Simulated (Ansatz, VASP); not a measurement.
# Two plane-wave programs on AlGa3N4

```xyz
8
Lattice="4.4270 0.0000 0.0000 0.0000 4.4270 0.0000 0.0000 0.0000 4.4270" Properties=species:S:1:pos:R:3 pbc="T T T"
Al    0.0000    0.0000    0.0000
Ga    2.2135    2.2135    0.0000
Ga    2.2135    0.0000    2.2135
Ga    0.0000    2.2135    2.2135
N     3.3416    3.3416    1.0854
N     3.3416    1.0854    3.3416
N     1.0854    3.3416    3.3416
N     1.0854    1.0854    1.0854
```

Alike in both runs: functional LDA; k mesh 6 × 6 × 6; occupations gaussian, width 0.02 eV; no spin polarisation.

Ansatz relaxed the structure, and its values are those at the end. VASP's run is a single point on that final structure, the one shown.

|  | VASP | Ansatz |
| --- | --- | --- |
| version | VASP 6.6.1 | Ansatz 0.2.0 |
| potentials or method | VASP PAW LDA potentials, release 64 (Al, Ga_d, N_h), cutoff 910 eV | scalar-relativistic, plane waves, PAW |
| valence electrons in the cell | 62 | 62 |

Ansatz gave:

```
gap on the k mesh at the Fermi level (eV) : 2.56
least direct gap on the mesh (eV)         : 2.56
rms of the force components (eV/Å)        : 0.001
```

Problem. Estimate VASP's values.

Solution. gap on the k mesh at the Fermi level (eV): 2.57; least direct gap on the mesh (eV): 2.57; rms of the force components (eV/Å): 0.012.

LDA's correlation is that of Perdew and Zunger in VASP and of Perdew and Wang (1992) in Ansatz.

Noted on VASP's run: the cutoff is short for stress, so the pressure is rough.
